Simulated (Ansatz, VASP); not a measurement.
# MnAs in VASP and in Ansatz

Contents of INCAR:

```
PREC     = Accurate       # precision mode
ENCUT    = 520            # plane-wave cutoff, eV
EDIFF    = 1E-6           # SCF threshold, eV
ISMEAR   = -1             # smearing method
SIGMA    = 0.08           # smearing width, eV
LREAL    = False          # projectors in reciprocal space
LASPH    = True           # aspherical terms in the spheres
NELM     = 150            # most SCF steps
ALGO     = Normal         # electronic algorithm
ISIF     = 2              # what is computed and relaxed
LWAVE    = False          # write WAVECAR
LCHARG   = False          # write CHGCAR
ISPIN    = 2              # spin polarisation
MAGMOM   = 4 0            # initial moments
LORBIT   = 11             # projections on sites
LMAXMIX  = 4              # l up to which the mixer works
GGA      = PE             # functional
NBANDS   = 20             # bands
```

File KPOINTS:

```
Automatic mesh
0
Gamma
  12 12 12
```

Contents of POSCAR:

```
MnAs
1.0
    0.0000000000      2.6253430898      2.6253430898
    2.6253430898      0.0000000000      2.6253430898
    2.6253430898      2.6253430898      0.0000000000
Mn As
1 1
Direct
    0.0000000000      0.0000000000      0.0000000000
    0.5000000000      0.5000000000      0.5000000000
```

Input for Ansatz:

```yaml
crystal:
  lattice:
    - [0.0, 2.6253430898, 2.6253430898]
    - [2.6253430898, 0.0, 2.6253430898]
    - [2.6253430898, 2.6253430898, 0.0]
  atoms:
    - { symbol: Mn, position: [0.0, 0.0, 0.0], spin: 4.0 }
    - { symbol: As, position: [0.5, 0.5, 0.5] }
magnetization:
  spin_polarized: true
kpoints:
  mp_grid: { grid: [12, 12, 12] }
scf:
  occupations: { method: fermi_dirac, width: 0.08 }
hamiltonian:
  xc: pbe
  pseudopotentials: { kind: all_electron, lapw: { basis_error: 0.001 } }
output:
  forces: true
  stress: true
  eigenvalues: true
```

Change from the starting cell: volume scaled by 1.05.

Alike in both runs: task single point; functional PBE; k mesh 12 × 12 × 12; occupations fermi-dirac, width 0.08 eV; collinear spin.

|  | VASP | Ansatz |
| --- | --- | --- |
| version | VASP 6.6.1 | Ansatz 0.2.0 |
| potentials or method | VASP PAW PBE potentials, release 64 (Mn_pv, As), cutoff 520 eV | all-electron LAPW, scalar-relativistic |

```tsv
	VASP	Ansatz	Ansatz less VASP
pressure (GPa)	-3.2	-3.3	-0.15
net moment per atom (μB)	1.89	1.89	+0.002
size of the moment on the site where the two differ most (μB)	3.73	3.82	+0.086
```

Site moments also hang on the region over which each program counts them. Ansatz ran all-electron here, and VASP with PAW potentials.
